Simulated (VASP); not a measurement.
# As in VASP: a series of runs

Runs on As. Level: PBE. Tasks: single point.

Everything below comes from runs of VASP 6.6.1. Logs are shortened: lines on timing, memory, paths and dates and some standing lists are left out, and cuts for length are marked.

## 1. The cell of the first run

The cell holds a slab with vacuum, 2 atoms: a = 3.612 Å, b = 3.612 Å, c = 28.000 Å, α = 90.00°, β = 90.00°, γ = 120.00°.

## 2. Single point, PBE

INCAR

```
PREC = Accurate ; ENCUT = 520
EDIFF = 1E-7 ; ISMEAR = 0
SIGMA = 0.02 ; LREAL = False
LASPH = True ; NELM = 100
ALGO = Normal ; ISIF = 2
LWAVE = False ; LCHARG = True
LDIPOL = True ; IDIPOL = 3
DIPOL = 0.5 0.5 0.500 ; GGA = PE
LELF = True ; LVHAR = True
LVACPOTAV = True ; NBANDS = 12
```

KPOINTS

```
Automatic mesh
0
Gamma
  9 9 1
```

POSCAR

```
As
1.0
    3.6120000000      0.0000000000      0.0000000000
   -1.8060000000      3.1280837585      0.0000000000
    0.0000000000      0.0000000000     28.0000000000
As
2
Direct
    0.3333333333      0.6666666667      0.5106428571
    0.6666666667      0.3333333333      0.4893571429
```

Potentials or basis: VASP PAW PBE potentials, release 64 (As).

Command:

```console
> cat potpaw_PBE.64/As/POTCAR > POTCAR
> mpirun -np 1 vasp_std > vasp.out
```

OUTCAR:

```text
PREC = Accurate
   ENCUT = 520
   EDIFF = 1E-7
   ISMEAR = 0
   LREAL = False
   LASPH = True
   NELM = 100
   ISIF = 2
   GGA = PE

 ion  position               nearest neighbor table
   1  0.333  0.667  0.511-   2 2.17   2 2.17   2 2.17
   2  0.667  0.333  0.489-   1 2.17   1 2.17   1 2.17

  LATTYP: Found a hexagonal cell.
 ALAT       =     3.6120000000
 C/A-ratio  =     7.7519379845

  Lattice vectors:

 A1 = (   3.6120000000,   0.0000000000,   0.0000000000)
 A2 = (  -1.8060000000,   3.1280837585,   0.0000000000)
 A3 = (   0.0000000000,   0.0000000000,  28.0000000000)

Analysis of symmetry for initial positions (statically):
=====================================================================
 Subroutine PRICEL returns:
 Original cell was already a primitive cell.

 Routine SETGRP: Setting up the symmetry group for a
 hexagonal supercell.

 Subroutine GETGRP returns: Found 12 space group operations
 (whereof 12 operations were pure point group operations)
 out of a pool of 24 trial point group operations.

The static configuration has the point symmetry D_3d.

Analysis of symmetry for dynamics (positions and initial velocities):
=====================================================================
 Subroutine PRICEL returns:
 Original cell was already a primitive cell.

 Routine SETGRP: Setting up the symmetry group for a
 hexagonal supercell.

 Subroutine GETGRP returns: Found 12 space group operations
 (whereof 12 operations were pure point group operations)
 out of a pool of 24 trial point group operations.

The dynamic configuration has the point symmetry D_3d.

 Subroutine INISYM returns: Found 12 space group operations
 (whereof 12 operations are pure point group operations),
 and found     1 'primitive' translations

----------------------------------------------------------------------------------------

                                     Primitive cell

  volume of cell :     316.3619

  direct lattice vectors                    reciprocal lattice vectors
     3.612000000  0.000000000  0.000000000     0.276854928  0.159842267  0.000000000
    -1.806000000  3.128083758  0.000000000     0.000000000  0.319684534  0.000000000
     0.000000000  0.000000000 28.000000000     0.000000000  0.000000000  0.035714286

  length of vectors
     3.612000000  3.612000000 28.000000000     0.319684534  0.319684534  0.035714286

  position of ions in fractional coordinates (direct lattice)
     0.333333333  0.666666667  0.510642857
     0.666666667  0.333333333  0.489357143

  ion indices of the primitive-cell ions
   primitive index   ion index
                 1           1
                 2           2

----------------------------------------------------------------------------------------

 KPOINTS: Automatic mesh

Automatic generation of k-mesh.
 Grid dimensions read from file:
 generate k-points for:    9    9    1

 Generating k-lattice:

  Cartesian coordinates                     Fractional coordinates (reciprocal lattice)
     0.030761659  0.017760252  0.000000000     0.111111111 -0.000000000  0.000000000
     0.000000000  0.035520504  0.000000000     0.000000000  0.111111111  0.000000000
     0.000000000  0.000000000  0.035714286     0.000000000  0.000000000  1.000000000

  Length of vectors
     0.035520504  0.035520504  0.035714286

  Shift w.r.t. Gamma in fractional coordinates (k-lattice)
     0.000000000  0.000000000  0.000000000

 Subroutine IBZKPT returns following result:
 ===========================================

 Found     12 irreducible k-points:

 Following reciprocal coordinates:
            Coordinates               Weight
  0.000000  0.000000  0.000000      1.000000
  0.111111  0.000000  0.000000      6.000000
  0.222222 -0.000000  0.000000      6.000000
  0.333333  0.000000  0.000000      6.000000
  0.444444 -0.000000  0.000000      6.000000
  0.111111  0.111111  0.000000      6.000000
  0.222222  0.111111  0.000000     12.000000
  0.333333  0.111111  0.000000     12.000000
  0.444444  0.111111  0.000000      6.000000
  0.222222  0.222222  0.000000      6.000000
  0.333333  0.222222  0.000000     12.000000
  0.333333  0.333333  0.000000      2.000000
   k-points           NKPTS =     12   k-points in BZ     NKDIM =     12   number of bands    NBANDS=     12
   number of dos      NEDOS =    301   number of ions     NIONS =      2
   total plane-waves  NPLWV = 164640
   dimension x,y,z NGX =    28 NGY =   28 NGZ =  210
   dimension x,y,z NGXF=    56 NGYF=   56 NGZF=  420
   ions per type =               2
   NGX,Y,Z   is equivalent  to a cutoff of  12.89, 12.89, 12.47 a.u.
   NGXF,Y,Z  is equivalent  to a cutoff of  25.77, 25.77, 24.94 a.u.
 SYSTEM =  unknown system
   PREC   = accura    normal or accurate (medium, high low for compatibility)
   ISTART =      0    job   : 0-new  1-cont  2-samecut
   ICHARG =      2    charge: 1-file 2-atom 10-const
   ISPIN  =      1    spin polarized calculation?
   LNONCOLLINEAR =      F non collinear calculations
   LSORBIT =      F    spin-orbit coupling
   LASPH  =      T    aspherical Exc in radial PAW
   ENCUT  =  520.0 eV  38.22 Ry    6.18 a.u.   6.72  6.72 52.06*2*pi/ulx,y,z
   NELM   =    100;   NELMIN=  2; NELMDL= -5     # of ELM steps
   EDIFF  = 0.1E-06   stopping-criterion for ELM
   LREAL  =      F    real-space projection
   EDIFFG = 0.1E-05   stopping-criterion for IOM
   NSW    =      0    number of steps for IOM
   IBRION =     -1    ionic relax: 0-MD 1-quasi-New 2-CG
   NFREE  =      0    steps in history (QN), initial steepest desc. (CG)
   ISIF   =      2    stress and relaxation
   ISYM   =      2    0-nonsym 1-usesym 2-fastsym
   POTIM  = 0.5000    time-step for ionic-motion
   TEBEG  =    0.0;   TEEND  =   0.0 temperature during run
   PSTRESS=    0.0 pullay stress
   NELECT =      10.0000    total number of electrons
   NUPDOWN=      -1.0000    fix difference up-down
   EMIN   =  10.00;   EMAX   =-10.00  energy-range for DOS
   EFERMI =   0.00;   METHOD = LEGACY
   ISMEAR =     0;   SIGMA  =   0.02  broadening in eV -4-tet -1-fermi 0-gaus
   EFERMI_NEDOS =   21; number of points for ismear=-14 and -15
   IALGO  =     38    algorithm
   IMIX   =      4    mixing-type and parameters
     AMIX     =   0.40;   BMIX     =  1.00
     AMIX_MAG =   1.60;   BMIX_MAG =  1.00
  volume/ion in A,a.u.               =     158.18      1067.46
  Fermi-wavevector in a.u.,A,eV,Ry     =   0.517623  0.978165  3.645456  0.267933
  Thomas-Fermi vector in A             =   1.534125
   LORBIT       =      0    0 simple, 1 ext, 2 COOP (PROOUT), +10 PAW based schemes
   GGA     = PE    functional components
   LHFCALC =     F    Hartree Fock is set to
   AEXX    =    0.0000 exact exchange contribution
   IVDW    =     0    specifies the selected vdW correction
   LEPSILON=     F    determine dielectric tensor
   LRPA    =     F    only Hartree local field effects (RPA)
 non-spin polarized calculation
 Gauss-broadening in eV      SIGMA  =   0.02
  energy-cutoff  :      520.00
  volume of cell :      316.36
 maximum number of plane-waves:      8565
 NGX is ok and might be reduce to    28
   NGX = 13   NGY = 13   NGZ =105

 number of electron      10.0000000 magnetization

 dipolmoment           0.000000      0.000000     -0.000000 electrons x Angstroem

 Free energy of the ion-electron system (eV)
  ---------------------------------------------------
  ext. energy  EPLUGINS =         0.00000000
  ---------------------------------------------------
  free energy    TOTEN  =        -6.26237470 eV

  energy without entropy =       -6.26026321  energy(sigma->0) =       -6.26131895

 E-fermi :  -2.6763     XC(G=0):  -1.6939

 val. band max:       -2.6866358745   @ k =   0.2222   0.1111   0.0000
 cond. band min:      -2.6750198066   @ k =   0.3333   0.0000   0.0000
 fundamental gap:      0.0116160679
 Fermi energy:        -2.6762869507

 k-point     1 :       0.0000    0.0000    0.0000
  band No.  band energies     occupation
      1     -19.6475      2.00000
      2      -9.1618      2.00000
      3      -6.7148      2.00000
      4      -6.7148      2.00000
      5      -4.3728      2.00000
      6      -1.8370      0.00000
      7      -1.1241      0.00000
      8      -1.1241      0.00000
      9       0.9415      0.00000
     10       1.2665      0.00000
     11       1.5683      0.00000
     12       1.7342      0.00000

 k-point     2 :       0.1111    0.0000    0.0000
  band No.  band energies     occupation
      1     -19.4765      2.00000
      2      -9.3476      2.00000
      3      -7.9260      2.00000
      4      -7.0422      2.00000
      5      -3.2008      2.00000
      6      -1.8110      0.00000
      7      -1.0576      0.00000
      8      -0.4883      0.00000
      9       1.1258      0.00000
     10       1.4034      0.00000
     11       1.6735      0.00000
     12       1.9222      0.00000

 k-point     3 :       0.2222   -0.0000    0.0000
  band No.  band energies     occupation
      1     -18.9704      2.00000
      2     -10.9687      2.00000
      3      -8.0771      2.00000
      4      -7.6913      2.00000
      5      -3.1525      2.00000
      6      -1.9332      0.00000
      7       0.4679      0.00000
      8       1.0200      0.00000
      9       1.5254      0.00000
     10       1.6897      0.00000
     11       2.1187      0.00000
     12       2.4831      0.00000
[... 106 lines left out ...]
 k-point    11 :       0.3333    0.2222    0.0000
  band No.  band energies     occupation
      1     -16.7261      2.00000
      2     -14.8070      2.00000
      3     -10.2807      2.00000
      4      -6.0344      2.00000
      5      -4.3329      2.00000
      6      -0.2829      0.00000
      7       0.7804      0.00000
      8       2.4485      0.00000
      9       3.0501      0.00000
     10       4.3138      0.00000
     11       4.5899      0.00000
     12       4.9315      0.00000

 k-point    12 :       0.3333    0.3333    0.0000
  band No.  band energies     occupation
      1     -15.7633      2.00000
      2     -15.7633      2.00000
      3     -10.7358      2.00000
      4      -5.1558      2.00000
      5      -5.1558      2.00000
      6       0.3346      0.00000
      7       2.2615      0.00000
      8       2.2615      0.00000
      9       3.1289      0.00000
     10       3.8766      0.00000
     11       3.8766      0.00000
     12       5.4451      0.00000

------------------------ aborting loop because EDIFF is reached ----------------------------------------

 vacuum level on the upper side and lower side of the slab       (xc-potential included)        -0.128        -0.128

  FORCE on cell =-STRESS in cart. coord.  units (eV):
  Direction    XX          YY          ZZ          XY          YZ          ZX
  --------------------------------------------------------------------------------------
  -------------------------------------------------------------------------------------
  Total       14.0065159     14.0065159      2.9148803     -0.0000000      0.0000000      0.0000000
  in kB       70.9343436     70.9343436     14.7620667     -0.0000000      0.0000000      0.0000000
  external PRESSURE =      52.2102513 kB  Pullay stress =       0.0000000 kB

 VOLUME and BASIS-vectors are now :
 -----------------------------------------------------------------------------
  energy-cutoff  :      520.00
  volume of cell :      316.36
      direct lattice vectors                 reciprocal lattice vectors
     3.612000000  0.000000000  0.000000000     0.276854928  0.159842267  0.000000000
    -1.806000000  3.128083758  0.000000000     0.000000000  0.319684534  0.000000000
     0.000000000  0.000000000 28.000000000     0.000000000  0.000000000  0.035714286

 POSITION                                       TOTAL-FORCE (eV/Angst)
 -----------------------------------------------------------------------------------
     -0.00000      2.08539     14.29800        -0.000000     -0.000000      4.894662
      1.80600      1.04269     13.70200         0.000000      0.000000     -4.894662
 -----------------------------------------------------------------------------------
    total drift:                               -0.000000     -0.000000      0.000000

  FREE ENERGIE OF THE ION-ELECTRON SYSTEM (eV)
  ---------------------------------------------------
  free  energy   TOTEN  =        -6.2623746981 eV

  energy  without entropy=       -6.2602632060  energy(sigma->0) =       -6.26131895

 vacuum level on the upper side and lower side of the slab         1.314         1.314
```

Run time: 65 s. Hardware: 1 thread of Intel Xeon Platinum 8375C at 2.90GHz (Ice Lake), shared host; peak memory 0.39 GiB.

What came out:

```yaml
Free_energy: -6.2624 eV
Largest_force: 4.895 eV/Å
Band_gap_on_the_k_mesh: zero (band 5 reaches -2.21 eV, above the bottom of band 6 at -3.53 eV)
Work_function_of_the_upper_face: 3.99 eV
Work_function_of_the_lower_face: 3.99 eV
```

Forces in eV/Å, atoms in the order of the input:
```
As   0.000  0.000  4.895
As   0.000  0.000 -4.895
```

## 3. Single point, PBE

INCAR

```
SYSTEM = As
ALGO = Normal
DIPOL = 0.5 0.5 0.500
EDIFF = 1E-6
ENCUT = 520
GGA = PE
IDIPOL = 3
ISIF = 2
ISMEAR = 0
LASPH = .TRUE.
LCHARG = .TRUE.
LDIPOL = .TRUE.
LELF = .TRUE.
LREAL = .FALSE.
LVACPOTAV = .TRUE.
LVHAR = .TRUE.
LWAVE = .FALSE.
NBANDS = 12
NELM = 80
PREC = Accurate
SIGMA = 0.02
```

KPOINTS

```
k-points
0
G
  9 9 1
  0 0 0
```

POSCAR

```
As
1.0
    3.6120000000      0.0000000000      0.0000000000
   -1.8060000000      3.1280837585      0.0000000000
    0.0000000000      0.0000000000     28.0000000000
As
2
Direct
    0.3333333333      0.6666666667      0.5212857143
    0.6666666667      0.3333333333      0.4787142857
```

Potentials or basis: VASP PAW PBE potentials, release 64 (As).

Command:

```console
> cat potpaw_PBE.64/As/POTCAR > POTCAR
> mpirun -np 1 vasp_std > vasp.out
```

Run time: 59 s. Hardware: 1 thread of Intel Xeon Platinum 8375C at 2.90GHz (Ice Lake), shared host; peak memory 0.39 GiB.

It converged, with:

| Quantity | Value |
| --- | --- |
| Free energy | -9.0523 eV |
| Largest force | 2.792 eV/Å |
| Band gap on the k mesh | 1.01 eV, indirect (least direct gap 1.11 eV) |

Forces on the atoms (eV/Å):
```
As   0.000  0.000  2.792
As   0.000  0.000 -2.792
```

Levels at points of the mesh, in eV from the valence-band top:
| k point | band 2 | band 3 | band 4 | band 5 | band 6 | band 7 | band 8 | band 9 |
| --- | --- | --- | --- | --- | --- | --- | --- | --- |
| (0.00, 0.00, 0.00) | -6.79 | -1.07 | -1.07 | -0.10 | 1.01 | 3.08 | 3.08 | 4.85 |

## 4. Single point, PBE

This run uses another cell than the first one, of 173.79 Å³/atom, 1.099 times its volume.

INCAR

```
SYSTEM = As
ALGO = Normal
DIPOL = 0.5 0.5 0.500
EDIFF = 1E-6
ENCUT = 520
GGA = PE
IDIPOL = 3
ISIF = 2
ISMEAR = 0
LASPH = .TRUE.
LCHARG = .FALSE.
LDIPOL = .TRUE.
LREAL = .FALSE.
LWAVE = .FALSE.
NBANDS = 12
NELM = 60
PREC = Accurate
SIGMA = 0.02
```

KPOINTS is that of step 3.

POSCAR

```
As
1.0
    3.7860000000      0.0000000000      0.0000000000
   -1.8930000000      3.2787721787      0.0000000000
    0.0000000000      0.0000000000     28.0000000000
As
2
Direct
    0.3333333333      0.6666666667      0.5319285714
    0.6666666667      0.3333333333      0.4680714286
```

Command:

```console
> cat potpaw_PBE.64/As/POTCAR > POTCAR
> mpirun -np 1 vasp_std > vasp.out
```

Run time: 2.7 min. Hardware: 1 thread of AMD EPYC 7R13, shared host; peak memory 0.34 GiB.

The run converged. Its results:

| Quantity | Value |
| --- | --- |
| Free energy | -8.3444 eV |
| Largest force | 3.591 eV/Å |
| Band gap on the k mesh | 0.37 eV, indirect (least direct gap 1.01 eV) |

Forces on the atoms (eV/Å):
```
As   0.000  0.000 -3.591
As   0.000  0.000  3.591
```

Levels at points of the mesh, in eV from the valence-band top:
| k point | band 3 | band 4 | band 5 | band 6 | band 7 | band 8 |
| --- | --- | --- | --- | --- | --- | --- |
| (0.00, 0.00, 0.00) | -1.96 | 0.00 | 0.00 | 1.01 | 2.16 | 2.16 |

(Continued in part 2 of 2.)
